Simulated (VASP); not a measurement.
## BeCr3: single point with PBE

Crystal: BeCr3.

```
Cr Be
1.0
     3.51121    0.00000    0.00000
     0.00000    3.51121    0.00000
     0.00000    0.00000    3.51121
Cr Be
3 1
Cartesian
  1.7556 1.7556 0.0000
  1.7556 0.0000 1.7556
  0.0000 1.7556 1.7556
  0.0000 0.0000 0.0000
```

```json
{
  "Program": "VASP 6.6.1",
  "Task": "single point",
  "Functional": "PBE",
  "Potentials or basis": "VASP PAW PBE potentials, release 64 (Cr_sv, Be)",
  "Cutoff": "600 eV",
  "k mesh": "6 × 6 × 6",
  "Occupations": "fermi-dirac, width 0.05 eV",
  "Spin": "collinear spin, ferromagnetic start",
  "Starting moments": "[4.5, 4.5, 4.5, 0.0] μB",
  "Fixed moment": "13.5 μB"
}
```

* Pressure: 86.6 GPa
* Net moment: 13.50 μB per cell
* Site moments: Cr +3.47; Be +0.16 μB
* Valence electrons inside the program's atomic spheres: Cr 12.00; Be 1.17

Run time: 2.7 min on 1 thread of AMD EPYC 7R43 64-Core Processor (Zen 3), with other jobs on the host, peak memory 0.16 GiB.

Caveat: the cell stands under pressure; the total moment is fixed, so each spin has its own Fermi level.
